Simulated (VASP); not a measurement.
# Al2Cu (Immm) in VASP: further runs

Al2Cu is run at these levels: PBE; tasks: single point.

All numbers are computed with VASP 6.6.1; they aren't measurements. Logs are shortened: lines on timing, memory, paths and dates and some standing lists are left out, and cuts for length are marked.

### Step 1. The cell of the first run

It takes space group Immm (No. 71, orthorhombic). The conventional cell has a = 4.089 Å, b = 4.089 Å, c = 5.648 Å, α = 90.00°, β = 90.00°, γ = 90.00°. Within 3.3 Å of Al (site symmetry mm2) lie 4 Cu at 2.47 to 2.50 Å and 6 Al at 2.77 to 2.89 Å. Within 3.3 Å of Cu (site symmetry mmm) lie 8 Al at 2.47 to 2.50 Å.

### Step 2. Single point, PBE (mode 9 frozen in at -0.030 Å, normal strain along z -0.0233)

INCAR reads:

```
PREC = Accurate
ENCUT = 520
EDIFF = 1E-7
ISMEAR = 0
SIGMA = 0.15
LREAL = False
LASPH = True
NELM = 60
ALGO = Fast
ISIF = 2
LWAVE = False
LCHARG = False
GGA = PE
NBANDS = 16
```

KPOINTS reads:

```
regular mesh
0
Gamma
  14 14 14
```

POSCAR reads:

```
Al2Cu
1.0
   -2.0446004822      2.0446004822      2.8240317323
    2.0446004822     -2.0446004822      2.8240317323
    2.0446004822      2.0446004822     -2.8240317323
Al Cu
2 1
Direct
    0.7448122042      0.2448122042      0.5000000000
    0.2551877958      0.7551877958      0.5000000000
    0.5000000000      0.5000000000      0.0000000000
```

Potentials or basis: VASP PAW PBE potentials, release 64 (Al, Cu).

Launch:

```bash
$ cat potpaw_PBE.64/Al/POTCAR potpaw_PBE.64/Cu/POTCAR > POTCAR
$ mpirun -np 1 vasp_std > vasp.out
```

OUTCAR:

```text
PREC = Accurate
   ENCUT = 520
   EDIFF = 1E-7
   ISMEAR = 0
   LREAL = False
   LASPH = True
   NELM = 60
   ISIF = 2
   GGA = PE

 ion  position               nearest neighbor table
   1  0.745  0.245  0.500-   3 2.47   3 2.47   3 2.50   3 2.50   2 2.77   2 2.88   2 2.89   2 2.89
                             2 2.89   2 2.89
   2  0.255  0.755  0.500-   3 2.47   3 2.47   3 2.50   3 2.50   1 2.77   1 2.88   1 2.89   1 2.89
                             1 2.89   1 2.89
   3  0.500  0.500  0.000-   1 2.47   2 2.47   1 2.47   2 2.47   1 2.50   2 2.50   2 2.50   1 2.50

  LATTYP: Found a body centered tetragonal cell.
 ALAT       =     4.0892009644
 C/A-ratio  =     1.3812144509

  Lattice vectors:

 A1 = (  -2.0446004822,   2.0446004822,   2.8240317323)
 A2 = (   2.0446004822,  -2.0446004822,   2.8240317323)
 A3 = (   2.0446004822,   2.0446004822,  -2.8240317323)

Analysis of symmetry for initial positions (statically):
=====================================================================
 Subroutine PRICEL returns:
 Original cell was already a primitive cell.

 Routine SETGRP: Setting up the symmetry group for a
 body centered tetragonal supercell.

 Subroutine GETGRP returns: Found  8 space group operations
 (whereof  8 operations were pure point group operations)
 out of a pool of 16 trial point group operations.

The static configuration has the point symmetry D_2h.

Analysis of symmetry for dynamics (positions and initial velocities):
=====================================================================
 Subroutine PRICEL returns:
 Original cell was already a primitive cell.

 Routine SETGRP: Setting up the symmetry group for a
 body centered tetragonal supercell.

 Subroutine GETGRP returns: Found  8 space group operations
 (whereof  8 operations were pure point group operations)
 out of a pool of 16 trial point group operations.

The dynamic configuration has the point symmetry D_2h.

 Subroutine INISYM returns: Found  8 space group operations
 (whereof  8 operations are pure point group operations),
 and found     1 'primitive' translations

----------------------------------------------------------------------------------------

                                     Primitive cell

  volume of cell :      47.2222

  direct lattice vectors                    reciprocal lattice vectors
    -2.044600482  2.044600482  2.824031732     0.000000000  0.244546553  0.177051835
     2.044600482 -2.044600482  2.824031732     0.244546553  0.000000000  0.177051835
     2.044600482  2.044600482 -2.824031732     0.244546553  0.244546553  0.000000000

  length of vectors
     4.041774052  4.041774052  4.041774052     0.301911194  0.301911194  0.345841052

  position of ions in fractional coordinates (direct lattice)
     0.744812204  0.244812204  0.500000000
     0.255187796  0.755187796  0.500000000
     0.500000000  0.500000000  0.000000000

  ion indices of the primitive-cell ions
   primitive index   ion index
                 1           1
                 2           2
                 3           3

----------------------------------------------------------------------------------------

 KPOINTS: regular mesh

Automatic generation of k-mesh.
 Grid dimensions read from file:
 generate k-points for:   14   14   14

 Generating k-lattice:

  Cartesian coordinates                     Fractional coordinates (reciprocal lattice)
     0.000000000  0.017467611  0.012646560     0.071428571 -0.000000000  0.000000000
     0.017467611  0.000000000  0.012646560    -0.000000000  0.071428571  0.000000000
     0.017467611  0.017467611  0.000000000     0.000000000  0.000000000  0.071428571

  Length of vectors
     0.021565085  0.021565085  0.024702932

  Shift w.r.t. Gamma in fractional coordinates (k-lattice)
     0.000000000  0.000000000  0.000000000

 Subroutine IBZKPT returns following result:
 ===========================================

 Found    428 irreducible k-points:

 Following reciprocal coordinates:
            Coordinates               Weight
  0.000000  0.000000  0.000000      1.000000
  0.071429  0.000000  0.000000      4.000000
  0.000000  0.071429  0.000000      4.000000
  0.142857  0.000000 -0.000000      4.000000
  0.000000  0.142857 -0.000000      4.000000
  0.214286  0.000000  0.000000      4.000000
[... 16 lines left out ...]
  0.357143  0.071429  0.000000      8.000000
  0.000000  0.428571 -0.071429      8.000000
 [... further k-points ...]
   k-points           NKPTS =    428   k-points in BZ     NKDIM =    428   number of bands    NBANDS=     16
   number of dos      NEDOS =    301   number of ions     NIONS =      3
   total plane-waves  NPLWV =  27000
   dimension x,y,z NGX =    30 NGY =   30 NGZ =   30
   dimension x,y,z NGXF=    60 NGYF=   60 NGZF=   60
   ions per type =               2   1
   NGX,Y,Z   is equivalent  to a cutoff of  12.34, 12.34, 12.34 a.u.
   NGXF,Y,Z  is equivalent  to a cutoff of  24.68, 24.68, 24.68 a.u.
 SYSTEM =  unknown system
   PREC   = accura    normal or accurate (medium, high low for compatibility)
   ISTART =      0    job   : 0-new  1-cont  2-samecut
   ICHARG =      2    charge: 1-file 2-atom 10-const
   ISPIN  =      1    spin polarized calculation?
   LNONCOLLINEAR =      F non collinear calculations
   LSORBIT =      F    spin-orbit coupling
   LASPH  =      T    aspherical Exc in radial PAW
   ENCUT  =  520.0 eV  38.22 Ry    6.18 a.u.   7.52  7.52  7.52*2*pi/ulx,y,z
   NELM   =     60;   NELMIN=  2; NELMDL= -5     # of ELM steps
   EDIFF  = 0.1E-06   stopping-criterion for ELM
   LREAL  =      F    real-space projection
   EDIFFG = 0.1E-05   stopping-criterion for IOM
   NSW    =      0    number of steps for IOM
   IBRION =     -1    ionic relax: 0-MD 1-quasi-New 2-CG
   NFREE  =      0    steps in history (QN), initial steepest desc. (CG)
   ISIF   =      2    stress and relaxation
   ISYM   =      2    0-nonsym 1-usesym 2-fastsym
   POTIM  = 0.5000    time-step for ionic-motion
   TEBEG  =    0.0;   TEEND  =   0.0 temperature during run
   PSTRESS=    0.0 pullay stress
   NELECT =      17.0000    total number of electrons
   NUPDOWN=      -1.0000    fix difference up-down
   EMIN   =  10.00;   EMAX   =-10.00  energy-range for DOS
   EFERMI =   0.00;   METHOD = LEGACY
   ISMEAR =     0;   SIGMA  =   0.15  broadening in eV -4-tet -1-fermi 0-gaus
   EFERMI_NEDOS =   21; number of points for ismear=-14 and -15
   IALGO  =     68    algorithm
   IMIX   =      4    mixing-type and parameters
     AMIX     =   0.40;   BMIX     =  1.00
     AMIX_MAG =   1.60;   BMIX_MAG =  1.00
  volume/ion in A,a.u.               =      15.74       106.22
  Fermi-wavevector in a.u.,A,eV,Ry     =   1.164597  2.200769 18.453392  1.356286
  Thomas-Fermi vector in A             =   2.301133
   LORBIT       =      0    0 simple, 1 ext, 2 COOP (PROOUT), +10 PAW based schemes
   GGA     = PE    functional components
   LHFCALC =     F    Hartree Fock is set to
   AEXX    =    0.0000 exact exchange contribution
   IVDW    =     0    specifies the selected vdW correction
   LEPSILON=     F    determine dielectric tensor
   LRPA    =     F    only Hartree local field effects (RPA)
 non-spin polarized calculation
 RMM-DIIS sequential band-by-band and
 Gauss-broadening in eV      SIGMA  =   0.15
  energy-cutoff  :      520.00
  volume of cell :       47.22
 maximum number of plane-waves:      1293
   NGX = 15   NGY = 15   NGZ = 15

 number of electron      17.0000006 magnetization

 Free energy of the ion-electron system (eV)
  ---------------------------------------------------
  ext. energy  EPLUGINS =         0.00000000
  ---------------------------------------------------
  free energy    TOTEN  =       -11.72902193 eV

  energy without entropy =      -11.71890922  energy(sigma->0) =      -11.72396557

 E-fermi :   7.1354     XC(G=0): -10.5030

 val. band max:        7.1346719240   @ k =   0.0000   0.1429  -0.0000
 cond. band min:       7.1367010186   @ k =   0.2857   0.0714   0.0000
 fundamental gap:      0.0020290946
 Fermi energy:         7.1353611810

 k-point     1 :       0.0000    0.0000    0.0000
  band No.  band energies     occupation
      1      -3.1339      2.00000
      2       2.5272      2.00000
      3       2.5344      2.00000
      4       2.5721      2.00000
      5       3.0850      2.00000
      6       3.1261      2.00000
[... 8 lines left out ...]
     15      13.9862      0.00000
     16      14.6681      0.00000

 k-point     2 :       0.0714    0.0000    0.0000
  band No.  band energies     occupation
      1      -3.0653      2.00000
      2       2.5191      2.00000
      3       2.5450      2.00000
      4       2.5673      2.00000
      5       3.0826      2.00000
      6       3.1236      2.00000
[... 8 lines left out ...]
     15      13.3644      0.00000
     16      14.0655      0.00000

 k-point     3 :       0.0000    0.0714    0.0000
  band No.  band energies     occupation
      1      -3.0648      2.00000
      2       2.5089      2.00000
      3       2.5424      2.00000
      4       2.5827      2.00000
      5       3.0823      2.00000
      6       3.1222      2.00000
[... 8 lines left out ...]
     15      13.4709      0.00000
     16      14.1191      0.00000

 k-point     4 :       0.1429    0.0000   -0.0000
  band No.  band energies     occupation
      1      -2.8603      2.00000
      2       2.4592      2.00000
      3       2.5735      2.00000
      4       2.5845      2.00000
      5       3.0783      2.00000
      6       3.1186      2.00000
[... 8 lines left out ...]
     15      13.2791      0.00000
     16      13.6406      0.00000

 k-point     5 :       0.0000    0.1429   -0.0000
  band No.  band energies     occupation
      1      -2.8583      2.00000
      2       2.4402      2.00000
      3       2.5759      2.00000
      4       2.6108      2.00000
      5       3.0774      2.00000
      6       3.1131      2.00000
[... 8 lines left out ...]
     15      13.0964      0.00000
     16      13.7905      0.00000

 k-point     6 :       0.2143    0.0000    0.0000
  band No.  band energies     occupation
      1      -2.5218      2.00000
      2       2.3361      2.00000
      3       2.6103      2.00000
      4       2.6172      2.00000
      5       3.0796      2.00000
      6       3.1179      2.00000
[... 8 lines left out ...]
     15      13.2058      0.00000
     16      14.4171      0.00000
[... 267 lines left out ...]
 k-point    21 :       0.2857    0.0714    0.0000
  band No.  band energies     occupation
      1      -1.8081      2.00000
      2       2.0085      2.00000
      3       2.6413      2.00000
      4       2.6765      2.00000
      5       3.0873      2.00000
      6       3.1475      2.00000
[... 8 lines left out ...]
     15      14.3676      0.00000
     16      16.5854      0.00000

 k-point    22 :      -0.0000    0.3571   -0.0714
  band No.  band energies     occupation
      1      -1.7969      2.00000
      2       1.9907      2.00000
      3       2.6658      2.00000
      4       2.6998      2.00000
      5       3.0733      2.00000
      6       3.1429      2.00000
[... 8 lines left out ...]
     15      14.3614      0.00000
     16      16.5756      0.00000

 k-point    23 :       0.3571    0.0714    0.0000
  band No.  band energies     occupation
      1      -1.1971      2.00000
      2       1.5435      2.00000
      3       2.6504      2.00000
      4       2.6902      2.00000
      5       3.1205      2.00000
      6       3.1701      2.00000
[... 8 lines left out ...]
     15      15.4739      0.00000
     16      17.6990      0.00000

 k-point    24 :       0.0000    0.4286   -0.0714
  band No.  band energies     occupation
      1      -1.1724      2.00000
      2       1.5144      2.00000
      3       2.6756      2.00000
      4       2.7231      2.00000
      5       3.1007      2.00000
      6       3.1670      2.00000
[... 8 lines left out ...]
     15      15.4952      0.00000
     16      17.6738      0.00000

 [... further k-points ...]

------------------------ aborting loop because EDIFF is reached ----------------------------------------

  FORCE on cell =-STRESS in cart. coord.  units (eV):
  Direction    XX          YY          ZZ          XY          YZ          ZX
  --------------------------------------------------------------------------------------
  -------------------------------------------------------------------------------------
  Total        0.8124696      0.2180692      1.2656062      0.0000000      0.0000000      0.0000000
  in kB       27.5658382      7.3987526     42.9400663      0.0000000      0.0000000      0.0000000
  external PRESSURE =      25.9682190 kB  Pullay stress =       0.0000000 kB

 VOLUME and BASIS-vectors are now :
 -----------------------------------------------------------------------------
  energy-cutoff  :      520.00
  volume of cell :       47.22
      direct lattice vectors                 reciprocal lattice vectors
    -2.044600482  2.044600482  2.824031732     0.000000000  0.244546553  0.177051835
     2.044600482 -2.044600482  2.824031732     0.244546553  0.000000000  0.177051835
     2.044600482  2.044600482 -2.824031732     0.244546553  0.244546553  0.000000000

 POSITION                                       TOTAL-FORCE (eV/Angst)
 -----------------------------------------------------------------------------------
      0.00000      2.04460      1.38271        -0.000000     -0.000000      0.272650
      2.04460      0.00000      1.44132         0.000000      0.000000     -0.272650
      0.00000      0.00000      2.82403         0.000000      0.000000     -0.000000
 -----------------------------------------------------------------------------------
    total drift:                                0.000000     -0.000000      0.000000

  FREE ENERGIE OF THE ION-ELECTRON SYSTEM (eV)
  ---------------------------------------------------
  free  energy   TOTEN  =       -11.7290219313 eV

  energy  without entropy=      -11.7189092170  energy(sigma->0) =      -11.72396557
```

Run time: 3.5 min. Hardware: 1 thread of Intel Xeon 6975P-C (Granite Rapids), shared host; peak memory 0.41 GiB.

Results:

```yaml
Free_energy: -11.7290 eV
Pressure: 2.6 GPa
Largest_force: 0.273 eV/Å
```

Forces on the atoms (eV/Å):
```
Al   0.000  0.000  0.273
Al   0.000  0.000 -0.273
Cu   0.000  0.000  0.000
```

Stress tensor (GPa, compression positive):
```
2.76 0.00 0.00
0.00 0.74 0.00
0.00 0.00 4.29
```

Levels at points of the mesh, in eV from the Fermi level:
```
           k point  band 7  band 8  band 9  band 10  band 11  band 12
(0.00, 0.00, 0.00)    2.74    2.78    2.96     3.01     3.02     3.05
(0.50, 0.00, 0.00)   -3.94    0.45    0.83     2.83     2.91     3.88
(0.00, 0.50, 0.00)   -3.96    0.58    0.60     2.82     3.05     3.88
(0.50, 0.50, 0.00)   -3.76   -2.03   -1.85     0.44     1.59     9.00
(0.50, 0.50, 0.50)   -3.70   -2.11   -2.08     0.16     1.46     9.04
```

Caveat: the cell differs from its parent crystal (mode 9 frozen in at -0.030 Å, normal strain along z -0.0233).

### Step 3. Single point, PBE (mode 9 frozen in at -0.030 Å, normal strain along z +0.0233)

INCAR reads:

```
ALGO     = Fast           # electronic algorithm
EDIFF    = 1E-6           # SCF threshold, eV
ENCUT    = 520            # plane-wave cutoff, eV
GGA      = PE             # functional
ISIF     = 2              # what is computed and relaxed
ISMEAR   = 0              # smearing method
LASPH    = T              # aspherical terms in the spheres
LCHARG   = F              # write CHGCAR
LREAL    = F              # projectors in reciprocal space
LWAVE    = F              # write WAVECAR
NBANDS   = 16             # bands
NELM     = 100            # most SCF steps
PREC     = Accurate       # precision mode
SIGMA    = 0.15           # smearing width, eV
```

KPOINTS reads:

```
k-points
0
Gamma
  14 14 14
```

POSCAR reads:

```
Al2Cu
1.0
   -2.0446004822      2.0446004822      2.9587710369
    2.0446004822     -2.0446004822      2.9587710369
    2.0446004822      2.0446004822     -2.9587710369
Al Cu
2 1
Direct
    0.7448122042      0.2448122042      0.5000000000
    0.2551877958      0.7551877958      0.5000000000
    0.5000000000      0.5000000000      0.0000000000
```

Potentials or basis: VASP PAW PBE potentials, release 64 (Al, Cu).

Launch:

```bash
$ cat potpaw_PBE.64/Al/POTCAR potpaw_PBE.64/Cu/POTCAR > POTCAR
$ mpirun -np 1 vasp_std > vasp.out
```

It took 2.3 min on 1 thread of Intel Xeon 6975P-C (Granite Rapids), shared host; peak memory 0.44 GiB.

It converged, with:

```
Free energy   : -11.7363 eV
Pressure      : -1.8 GPa
Largest force : 0.184 eV/Å
```

Forces on the atoms (eV/Å):
```
Al   0.000  0.000  0.184
Al   0.000  0.000 -0.184
Cu   0.000  0.000  0.000
```

Stress tensor (GPa, compression positive):
```
-0.40  0.00  0.00
 0.00 -2.14  0.00
 0.00  0.00 -2.95
```

Levels at points of the mesh, in eV from the Fermi level:
| k point | band 7 | band 8 | band 9 | band 10 | band 11 | band 12 |
| --- | --- | --- | --- | --- | --- | --- |
| (0.00, 0.00, 0.00) | 2.69 | 2.70 | 2.80 | 2.88 | 2.93 | 3.06 |
| (0.50, 0.00, 0.00) | -3.77 | 0.63 | 0.65 | 2.62 | 2.94 | 3.58 |
| (0.00, 0.50, 0.00) | -3.82 | 0.40 | 0.78 | 2.83 | 2.85 | 3.56 |
| (0.50, 0.50, 0.00) | -3.59 | -2.04 | -1.88 | 0.08 | 1.52 | 8.88 |
| (0.50, 0.50, 0.50) | -3.66 | -1.84 | -1.80 | 0.34 | 1.66 | 8.88 |

Caveat: the cell differs from its parent crystal (mode 9 frozen in at -0.030 Å, normal strain along z +0.0233).

### Step 4. Single point, PBE (mode 9 frozen in at -0.090 Å, normal strain along z +0.0233)

INCAR reads:

```
SYSTEM = Al2Cu
PREC = Accurate ; ENCUT = 520
EDIFF = 1E-6 ; ISMEAR = 0
SIGMA = 0.15 ; LREAL = .False.
LASPH = .True. ; NELM = 60
ALGO = Fast ; ISIF = 2
LWAVE = .False. ; LCHARG = .False.
GGA = PE ; NBANDS = 16
```

KPOINTS reads:

```
Automatic mesh
0
Gamma
  14 14 14
  0 0 0
```

POSCAR reads:

```
Al2Cu
1.0
   -2.0446004822      2.0446004822      2.9587710369
    2.0446004822     -2.0446004822      2.9587710369
    2.0446004822      2.0446004822     -2.9587710369
Al Cu
2 1
Direct
    0.7344366126      0.2344366126      0.5000000000
    0.2655633874      0.7655633874      0.5000000000
    0.5000000000      0.5000000000      0.0000000000
```

Launch:

```bash
$ cat potpaw_PBE.64/Al/POTCAR potpaw_PBE.64/Cu/POTCAR > POTCAR
$ mpirun -np 1 vasp_std > vasp.out
```

Wall time 2.5 min (1 thread of Intel Xeon 6975P-C (Granite Rapids), shared host); peak memory 0.44 GiB.

The run converged. Its results:

```
Free energy   : -11.6903 eV
Pressure      : -0.6 GPa
Largest force : 0.576 eV/Å
```

Forces on the atoms (eV/Å):
```
Al   0.000  0.000  0.576
Al   0.000  0.000 -0.576
Cu   0.000  0.000  0.000
```

Stress tensor (GPa, compression positive):
```
 2.23  0.00  0.00
 0.00 -3.07  0.00
 0.00  0.00 -1.10
```

Levels at points of the mesh, in eV from the Fermi level:
| k point | band 5 | band 6 | band 7 | band 8 | band 9 | band 10 | band 11 | band 12 | band 13 | band 14 |
| --- | --- | --- | --- | --- | --- | --- | --- | --- | --- | --- |
| (0.00, 0.00, 0.00) | -3.88 | -3.86 | 2.68 | 2.70 | 2.75 | 2.83 | 2.88 | 3.19 | 3.80 | 6.39 |
| (0.50, 0.00, 0.00) | -3.83 | -3.81 | -3.71 | 0.53 | 0.88 | 2.42 | 3.04 | 3.60 | 4.13 | 9.19 |
| (0.00, 0.50, 0.00) | -3.94 | -3.86 | -3.81 | 0.20 | 0.91 | 2.77 | 3.05 | 3.55 | 4.34 | 9.65 |
| (0.50, 0.50, 0.00) | -3.95 | -3.73 | -3.56 | -2.01 | -1.86 | 0.09 | 1.50 | 8.89 | 9.89 | 10.58 |
| (0.50, 0.50, 0.50) | -3.88 | -3.73 | -3.65 | -1.86 | -1.76 | 0.35 | 1.67 | 8.93 | 10.30 | 10.34 |

Caveat: the cell differs from its parent crystal (mode 9 frozen in at -0.090 Å, normal strain along z +0.0233).

[end of part 1 of 2]
